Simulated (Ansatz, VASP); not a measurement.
## Two plane-wave programs on Li2BrF

```
F Br Li
1.0
     1.73538    1.00192    5.46846
    -1.73538    1.00192    5.46846
     0.00000   -2.00384    5.46846
F Br Li
1 1 2
Direct
  0.00000 0.00000 0.00000
  0.50000 0.50000 0.50000
  0.26702 0.26702 0.26702
  0.73298 0.73298 0.73298
```

Alike in both runs: task single point; functional PBEsol; k mesh 6 × 6 × 6; occupations fermi-dirac, width 0.001 eV; no spin polarisation.

|  | VASP | Ansatz |
| --- | --- | --- |
| version | VASP 6.6.1 | Ansatz 0.2.0 |
| potentials or method | VASP PAW PBE potentials, release 64 (F, Br, Li_sv) | plane waves |
| plane-wave cutoff (eV) | 750 | 420 |
| valence electrons in the cell | 20 | 20 |

Ansatz gave:

- gap on the k mesh at the Fermi level (eV): 3.31
- pressure (GPa): -0.8
- traceless stress, the component that is largest in VASP (GPa): 0.35

Task: Estimate VASP's values.

Result: gap on the k mesh at the Fermi level (eV): 3.31; pressure (GPa): -0.9; traceless stress, the component that is largest in VASP (GPa): 0.34.

VASP's potentials were made for PBE, not for PBEsol.
